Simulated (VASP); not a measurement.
A run of VASP 6.6.1:

Contents of INCAR:

```
PREC = Accurate ; ENCUT = 600
EDIFF = 1E-6 ; ISMEAR = -1
SIGMA = 0.3 ; LREAL = False
LASPH = True ; NELM = 100
ALGO = Normal ; ISIF = 3
LWAVE = False ; LCHARG = False
GGA = PE ; IBRION = 2
NSW = 80 ; EDIFFG = -0.001
```

KPOINTS

```
regular mesh
0
Gamma
  7 7 7
```

POSCAR

```
As
1.0
    2.7036800000      0.0000000000      0.0000000000
    0.0000000000      2.7036800000      0.0000000000
    0.0000000000      0.0000000000      2.7036800000
As
1
Direct
    0.5000000000      0.5000000000      0.5000000000
```

Potentials or basis: VASP PAW PBE potentials, release 64 (As).

Launch:

```bash
$ cat potpaw_PBE.64/As/POTCAR > POTCAR
$ mpirun -np 1 vasp_std > vasp.out
```

Hardware: 1 thread of Intel Xeon 8259CL, with other jobs on the host.

How long does it take, and how much memory?

Wall time 16 s on 1 thread of Intel Xeon 8259CL, on a shared host, peak memory 0.14 GiB. Counts: scf iterations 31, k points 20, ion steps 7.
